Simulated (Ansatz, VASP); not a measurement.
# One calculation of NbH, two programs

```
Nb H
1.0
    -1.59346    1.59346    1.96763
     1.59346   -1.59346    1.96763
     1.59346    1.59346   -1.96763
Nb H
1 1
Direct
  0.00000 0.00000 0.00000
  0.50000 0.50000 0.00000
```

Alike in both runs: task single point; functional r2SCAN; k mesh 10 × 10 × 10; occupations fermi-dirac, width 0.1 eV; no spin polarisation.

|  | VASP | Ansatz |
| --- | --- | --- |
| version | VASP 6.6.1 | Ansatz 0.2.0 |
| potentials or method | VASP PAW PBE potentials, release 64 (Nb_sv, H), cutoff 520 eV | plane waves, PAW |
| valence electrons in the cell | 14 | 14 |

Ansatz gave:

```
pressure (GPa)                                                : 1.2
traceless stress, the component that is largest in VASP (GPa) : -0.43
```

Q: Which values does VASP return?

A: Pressure (GPa): 0.9; traceless stress, the component that is largest in VASP (GPa): -0.37.

VASP's potentials were made for PBE, not for r2SCAN.
